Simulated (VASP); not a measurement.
# MgO (Fm-3m) in VASP: further runs

MgO is run at these levels: PBEsol; tasks: single point, relaxation of cell and atoms.

All numbers are computed with VASP 6.6.1; they aren't measurements. Logs are shortened: lines on timing, memory, paths and dates and some standing lists are left out, and cuts for length are marked.

## Step 1: The cell of the first run

Symmetry: Fm-3m, No. 225, cubic system. The conventional cell has a = 4.214 Å, b = 4.214 Å, c = 4.214 Å, α = 90.00°, β = 90.00°, γ = 90.00°. Within 2.8 Å of Mg (site symmetry m-3m) lie 6 O at 2.11 Å. Within 2.8 Å of O (site symmetry m-3m) lie 6 Mg at 2.11 Å.

## Step 2: Single point, PBEsol

The input, INCAR:

```
SYSTEM = MgO
  PREC = Accurate
  ENCUT = 520
  EDIFF = 1E-7
  ISMEAR = -1
  SIGMA = 0.1
  LREAL = .False.
  LASPH = .True.
  NELM = 60
  ALGO = Normal
  ISIF = 2
  LWAVE = .False.
  LCHARG = .True.
  GGA = PS
  LELF = .True.
  LVHAR = .True.
  NBANDS = 11
```

The input, KPOINTS:

```
Automatic mesh
0
Gamma
  16 16 16
  0 0 0
```

The input, POSCAR:

```
MgO
1.0
    0.0000000000      2.1071401257      2.1071401257
    2.1071401257      0.0000000000      2.1071401257
    2.1071401257      2.1071401257      0.0000000000
Mg O
1 1
Direct
    0.0000000000      0.0000000000      0.0000000000
    0.5000000000      0.5000000000      0.5000000000
```

Potentials or basis: VASP PAW PBE potentials, release 64 (Mg, O).

Run with:

```bash
$ cat potpaw_PBE.64/Mg/POTCAR potpaw_PBE.64/O/POTCAR > POTCAR
$ mpirun -np 1 vasp_std > vasp.out
```

OUTCAR:

```text
SYSTEM = MgO
   PREC = Accurate
   ENCUT = 520
   EDIFF = 1E-7
   ISMEAR = -1
   LREAL = .False.
   LASPH = .True.
   NELM = 60
   ISIF = 2
   GGA = PS

 ion  position               nearest neighbor table
   1  0.000  0.000  0.000-   2 2.11   2 2.11   2 2.11   2 2.11   2 2.11   2 2.11
   2  0.500  0.500  0.500-   1 2.11   1 2.11   1 2.11   1 2.11   1 2.11   1 2.11

  LATTYP: Found a face centered cubic cell.
 ALAT       =     4.2142802514

  Lattice vectors:

 A1 = (   0.0000000000,   2.1071401257,   2.1071401257)
 A2 = (   2.1071401257,   0.0000000000,   2.1071401257)
 A3 = (   2.1071401257,   2.1071401257,   0.0000000000)

Analysis of symmetry for initial positions (statically):
=====================================================================
 Subroutine PRICEL returns:
 Original cell was already a primitive cell.

 Routine SETGRP: Setting up the symmetry group for a
 face centered cubic supercell.

 Subroutine GETGRP returns: Found 48 space group operations
 (whereof 48 operations were pure point group operations)
 out of a pool of 48 trial point group operations.

The static configuration has the point symmetry O_h .

Analysis of symmetry for dynamics (positions and initial velocities):
=====================================================================
 Subroutine PRICEL returns:
 Original cell was already a primitive cell.

 Routine SETGRP: Setting up the symmetry group for a
 face centered cubic supercell.

 Subroutine GETGRP returns: Found 48 space group operations
 (whereof 48 operations were pure point group operations)
 out of a pool of 48 trial point group operations.

The dynamic configuration has the point symmetry O_h .

 Subroutine INISYM returns: Found 48 space group operations
 (whereof 48 operations are pure point group operations),
 and found     1 'primitive' translations

----------------------------------------------------------------------------------------

                                     Primitive cell

  volume of cell :      18.7116

  direct lattice vectors                    reciprocal lattice vectors
     0.000000000  2.107140126  2.107140126    -0.237288443  0.237288443  0.237288443
     2.107140126  0.000000000  2.107140126     0.237288443 -0.237288443  0.237288443
     2.107140126  2.107140126  0.000000000     0.237288443  0.237288443 -0.237288443

  length of vectors
     2.979946144  2.979946144  2.979946144     0.410995640  0.410995640  0.410995640

  position of ions in fractional coordinates (direct lattice)
     0.000000000  0.000000000  0.000000000
     0.500000000  0.500000000  0.500000000

  ion indices of the primitive-cell ions
   primitive index   ion index
                 1           1
                 2           2

----------------------------------------------------------------------------------------

 KPOINTS: Automatic mesh

Automatic generation of k-mesh.
 Grid dimensions read from file:
 generate k-points for:   16   16   16

 Generating k-lattice:

  Cartesian coordinates                     Fractional coordinates (reciprocal lattice)
    -0.014830528  0.014830528  0.014830528     0.062500000  0.000000000  0.000000000
     0.014830528 -0.014830528  0.014830528     0.000000000  0.062500000  0.000000000
     0.014830528  0.014830528 -0.014830528     0.000000000  0.000000000  0.062500000

  Length of vectors
     0.025687227  0.025687227  0.025687227

  Shift w.r.t. Gamma in fractional coordinates (k-lattice)
     0.000000000  0.000000000  0.000000000

 Subroutine IBZKPT returns following result:
 ===========================================

 Found    145 irreducible k-points:

 Following reciprocal coordinates:
            Coordinates               Weight
  0.000000  0.000000  0.000000      1.000000
  0.062500  0.000000  0.000000      8.000000
  0.125000  0.000000  0.000000      8.000000
  0.187500  0.000000  0.000000      8.000000
  0.250000  0.000000  0.000000      8.000000
  0.312500  0.000000  0.000000      8.000000
[... 16 lines left out ...]
 -0.125000  0.062500  0.000000     24.000000
 -0.062500  0.062500  0.000000     12.000000
 [... further k-points ...]
   k-points           NKPTS =    145   k-points in BZ     NKDIM =    145   number of bands    NBANDS=     11
   number of dos      NEDOS =    301   number of ions     NIONS =      2
   total plane-waves  NPLWV =  13824
   dimension x,y,z NGX =    24 NGY =   24 NGZ =   24
   dimension x,y,z NGXF=    48 NGYF=   48 NGZF=   48
   ions per type =               1   1
   NGX,Y,Z   is equivalent  to a cutoff of  13.39, 13.39, 13.39 a.u.
   NGXF,Y,Z  is equivalent  to a cutoff of  26.78, 26.78, 26.78 a.u.
 SYSTEM =  MgO
   PREC   = accura    normal or accurate (medium, high low for compatibility)
   ISTART =      0    job   : 0-new  1-cont  2-samecut
   ICHARG =      2    charge: 1-file 2-atom 10-const
   ISPIN  =      1    spin polarized calculation?
   LNONCOLLINEAR =      F non collinear calculations
   LSORBIT =      F    spin-orbit coupling
   LASPH  =      T    aspherical Exc in radial PAW
   ENCUT  =  520.0 eV  38.22 Ry    6.18 a.u.   5.54  5.54  5.54*2*pi/ulx,y,z
   NELM   =     60;   NELMIN=  2; NELMDL= -5     # of ELM steps
   EDIFF  = 0.1E-06   stopping-criterion for ELM
   LREAL  =      F    real-space projection
   EDIFFG = 0.1E-05   stopping-criterion for IOM
   NSW    =      0    number of steps for IOM
   IBRION =     -1    ionic relax: 0-MD 1-quasi-New 2-CG
   NFREE  =      0    steps in history (QN), initial steepest desc. (CG)
   ISIF   =      2    stress and relaxation
   ISYM   =      2    0-nonsym 1-usesym 2-fastsym
   POTIM  = 0.5000    time-step for ionic-motion
   TEBEG  =    0.0;   TEEND  =   0.0 temperature during run
   PSTRESS=    0.0 pullay stress
   NELECT =       8.0000    total number of electrons
   NUPDOWN=      -1.0000    fix difference up-down
   EMIN   =  10.00;   EMAX   =-10.00  energy-range for DOS
   EFERMI =   0.00;   METHOD = LEGACY
   ISMEAR =    -1;   SIGMA  =   0.10  broadening in eV -4-tet -1-fermi 0-gaus
   EFERMI_NEDOS =   21; number of points for ismear=-14 and -15
   IALGO  =     38    algorithm
   IMIX   =      4    mixing-type and parameters
     AMIX     =   0.40;   BMIX     =  1.00
     AMIX_MAG =   1.60;   BMIX_MAG =  1.00
  volume/ion in A,a.u.               =       9.36        63.14
  Fermi-wavevector in a.u.,A,eV,Ry     =   1.233298  2.330596 20.694792  1.521024
  Thomas-Fermi vector in A             =   2.368034
   LORBIT       =      0    0 simple, 1 ext, 2 COOP (PROOUT), +10 PAW based schemes
   GGA     = PS    functional components
   LHFCALC =     F    Hartree Fock is set to
   AEXX    =    0.0000 exact exchange contribution
   IVDW    =     0    specifies the selected vdW correction
   LEPSILON=     F    determine dielectric tensor
   LRPA    =     F    only Hartree local field effects (RPA)
 non-spin polarized calculation
  energy-cutoff  :      520.00
  volume of cell :       18.71
 maximum number of plane-waves:       531
 NGX is ok and might be reduce to    24
   NGX = 11   NGY = 11   NGZ = 11

 number of electron       8.0000005 magnetization

 Free energy of the ion-electron system (eV)
  ---------------------------------------------------
  ext. energy  EPLUGINS =         0.00000000
  ---------------------------------------------------
  free energy    TOTEN  =       -12.51245869 eV

  energy without entropy =      -12.51245869  energy(sigma->0) =      -12.51245869

 E-fermi :   5.0699     XC(G=0): -11.3027

 val. band max:        3.0553559798   @ k =   0.0000   0.0000   0.0000
 cond. band min:       7.6744850967   @ k =   0.0000   0.0000   0.0000
 fundamental gap:      4.6191291169
 Fermi energy:         5.0698681533

 k-point     1 :       0.0000    0.0000    0.0000
  band No.  band energies     occupation
      1     -14.1423      2.00000
      2       3.0554      2.00000
      3       3.0554      2.00000
      4       3.0554      2.00000
      5       7.6745      0.00000
      6      18.6786      0.00000
      7      18.6786      0.00000
      8      18.6786      0.00000
      9      22.5171      0.00000
     10      24.3988      0.00000
     11      24.3988      0.00000

 k-point     2 :       0.0625    0.0000    0.0000
  band No.  band energies     occupation
      1     -14.0998      2.00000
      2       2.7732      2.00000
      3       3.0279      2.00000
      4       3.0279      2.00000
      5       7.9464      0.00000
      6      18.0623      0.00000
      7      18.7768      0.00000
      8      18.7768      0.00000
      9      23.3265      0.00000
     10      24.0448      0.00000
     11      24.0448      0.00000

 k-point     3 :       0.1250    0.0000    0.0000
  band No.  band energies     occupation
      1     -13.9762      2.00000
      2       2.0855      2.00000
      3       2.9508      2.00000
      4       2.9508      2.00000
      5       8.5956      0.00000
      6      16.9875      0.00000
      7      19.0391      0.00000
      8      19.0391      0.00000
      9      23.4324      0.00000
     10      23.4324      0.00000
     11      24.7118      0.00000

 k-point     4 :       0.1875    0.0000    0.0000
  band No.  band energies     occupation
      1     -13.7839      2.00000
      2       1.2317      2.00000
      3       2.8385      2.00000
      4       2.8385      2.00000
      5       9.3554      0.00000
      6      16.0602      0.00000
      7      19.3549      0.00000
      8      19.3549      0.00000
      9      23.0134      0.00000
     10      23.0134      0.00000
     11      25.1787      0.00000
[... 239 lines left out ...]
 k-point    22 :      -0.1875    0.0625    0.0000
  band No.  band energies     occupation
      1     -13.6766      2.00000
      2       0.8952      2.00000
      3       2.6305      2.00000
      4       2.8279      2.00000
      5       9.7557      0.00000
      6      15.6829      0.00000
      7      19.2560      0.00000
      8      19.6399      0.00000
      9      22.1510      0.00000
     10      23.5706      0.00000
     11      25.6371      0.00000

 k-point    23 :      -0.1250    0.0625    0.0000
  band No.  band energies     occupation
      1     -13.8842      2.00000
      2       1.7111      2.00000
      3       2.7837      2.00000
      4       2.9370      2.00000
      5       9.0171      0.00000
      6      16.4426      0.00000
      7      19.1209      0.00000
      8      19.2761      0.00000
      9      22.5364      0.00000
     10      23.7127      0.00000
     11      25.4530      0.00000

 k-point    24 :      -0.0625    0.0625    0.0000
  band No.  band energies     occupation
      1     -14.0304      2.00000
      2       2.3992      2.00000
      3       2.9253      2.00000
      4       3.0081      2.00000
      5       8.3386      0.00000
      6      17.3677      0.00000
      7      18.9164      0.00000
      8      18.9403      0.00000
      9      23.2485      0.00000
     10      24.0407      0.00000
     11      24.3051      0.00000

 [... further k-points ...]

------------------------ aborting loop because EDIFF is reached ----------------------------------------

  FORCE on cell =-STRESS in cart. coord.  units (eV):
  Direction    XX          YY          ZZ          XY          YZ          ZX
  --------------------------------------------------------------------------------------
  -------------------------------------------------------------------------------------
  Total       -0.0602482     -0.0602482     -0.0602482      0.0000000      0.0000000      0.0000000
  in kB       -5.1587462     -5.1587462     -5.1587462      0.0000000      0.0000000      0.0000000
  external PRESSURE =      -5.1587462 kB  Pullay stress =       0.0000000 kB

 VOLUME and BASIS-vectors are now :
 -----------------------------------------------------------------------------
  energy-cutoff  :      520.00
  volume of cell :       18.71
      direct lattice vectors                 reciprocal lattice vectors
     0.000000000  2.107140126  2.107140126    -0.237288443  0.237288443  0.237288443
     2.107140126  0.000000000  2.107140126     0.237288443 -0.237288443  0.237288443
     2.107140126  2.107140126  0.000000000     0.237288443  0.237288443 -0.237288443

 POSITION                                       TOTAL-FORCE (eV/Angst)
 -----------------------------------------------------------------------------------
      0.00000      0.00000      0.00000         0.000000     -0.000000     -0.000000
      2.10714      2.10714      2.10714        -0.000000      0.000000      0.000000
 -----------------------------------------------------------------------------------
    total drift:                               -0.000000     -0.000000      0.000000

  FREE ENERGIE OF THE ION-ELECTRON SYSTEM (eV)
  ---------------------------------------------------
  free  energy   TOTEN  =       -12.5124586871 eV

  energy  without entropy=      -12.5124586869  energy(sigma->0) =      -12.51245869
```

Wall time 43 s (1 thread of Intel Xeon Platinum 8375C at 2.90GHz (Ice Lake), shared host); peak memory 0.16 GiB.

What came out:

```yaml
Free_energy: -12.5125 eV
Pressure: -0.5 GPa
Band_gap_on_the_k_mesh: 4.62 eV, direct
```

Caveat: the PAW data sets were made with another functional, which shifts forces and pressure a little.

[end of part 1 of 2]
